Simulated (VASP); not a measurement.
A run of VASP 6.6.1 is set up as follows.

The input INCAR:

```
SYSTEM = La3AsPt2
ALGO = Normal
EDIFF = 1E-6
EDIFFG = -0.04
ENCUT = 600
GGA = PE
IBRION = 2
ISIF = 3
ISMEAR = 0
LASPH = .TRUE.
LCHARG = .FALSE.
LREAL = .FALSE.
LWAVE = .FALSE.
NELM = 60
NSW = 90
PREC = Accurate
SIGMA = 0.1
```

KPOINTS

```
k-points
0
G
  3 3 6
  0 0 0
```

The input POSCAR:

```
La3AsPt2
1.0
    6.6336126000      0.0000000000      0.0000000000
   -3.3168063000      5.7448770300      0.0000000000
    0.0000000000      0.0000000000      3.5898568200
La As Pt
3 1 2
Direct
    0.5000000000      0.0000000000      0.5000000000
    0.5000000000      0.5000000000      0.5000000000
    0.0000000000      0.5000000000      0.5000000000
    0.0000000000      0.0000000000      0.0000000000
    0.3333333300      0.6666666700      0.0000000000
    0.6666666700      0.3333333300      0.0000000000
```

Potentials or basis: VASP PAW PBE potentials, release 64 (La, As, Pt).

Command:

```console
$ cat potpaw_PBE.64/La/POTCAR potpaw_PBE.64/As/POTCAR potpaw_PBE.64/Pt/POTCAR > POTCAR
$ mpirun -np 1 vasp_std > vasp.out
```

Q: Estimate the relaxed cell.

A: a = 7.484 Å, b = 7.484 Å, c = 3.974 Å, α = 90.00°, β = 90.00°, γ = 120.00°.

Q: Estimate the relaxed volume.

A: 32.13 Å³/atom.

Q: Estimate the band gap on the k mesh.

A: Zero (bands 29 and 30 overlap by 1.05 eV).

The path:
| step | energy change (eV) | largest force (eV/Å) | pressure (GPa) | volume (Å³) |
| --- | --- | --- | --- | --- |
| 1 | 0.0000 | 0.0000 | 37.70 | 136.81 |
| 2 | -0.9121 | 0.0000 | -9.64 | 272.12 |
| 3 | -4.7275 | 0.0000 | -0.81 | 191.37 |
| 4 | -4.7392 | 0.0000 | -0.08 | 188.94 |
| 5 | -4.7405 | 0.0000 | 0.32 | 187.68 |
| 6 | -4.7883 | 0.0000 | 0.26 | 189.46 |
| 7 | -4.8103 | 0.0000 | 0.21 | 191.33 |
| 8 | -4.8123 | 0.0000 | 0.19 | 192.04 |
| 9 | -4.8123 | 0.0000 | 0.18 | 192.12 |
| 10 | -4.8123 | 0.0000 | -0.19 | 193.39 |
| 11 | -4.8127 | 0.0000 | 0.00 | 192.76 |

Caveat: the k points lie up to 0.32 Å⁻¹ apart in the final cell, too coarse for converged energies and pressures of a metal; the volume moved by over 15 % at a fixed basis, so the end points are rough; spin-orbit coupling is left out, which moves the levels of the heavy elements.
